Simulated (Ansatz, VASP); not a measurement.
## Two plane-wave programs on ScSiS4

```
Sc Si S
1.0
     2.46232   -4.49724    0.00000
     2.46232    4.49724    0.00000
     0.00000    0.00000    5.00335
Sc Si S
1 1 4
Direct
  0.00000 0.00000 0.00000
  0.50000 0.50000 0.50000
  0.63780 0.36220 0.00000
  0.11797 0.88203 0.50000
  0.88203 0.11797 0.50000
  0.36220 0.63780 0.00000
```

Change from the starting cell: species swapped into the LaGdC4 type (Cmmm, No. 65).

Alike in both runs: functional PBE; k mesh 10 × 10 × 8; occupations gaussian, width 0.1 eV; no spin polarisation.

Ansatz relaxed the structure, and its values are those at the end. VASP's run is a single point on that final structure, the one shown.

```csv
,VASP,Ansatz
version,VASP 6.6.1,Ansatz 0.2.0
potentials or method,"VASP PAW PBE potentials, release 64 (Sc_sv, Si, S), cutoff 520 eV","scalar-relativistic, plane waves, PAW"
valence electrons in the cell,39,39
```

```csv
,VASP,Ansatz,Ansatz less VASP
gap on the k mesh at the Fermi level (eV),none,none,-
pressure (GPa),-0.1,0.0,+0.10
rms of the force components (eV/Å),0.036,0.000,-0.0357
```

A gap of «none» marks a metal or a gap that the smearing closes. The functional is the same, so the differences come from potentials, cutoffs and numerics.
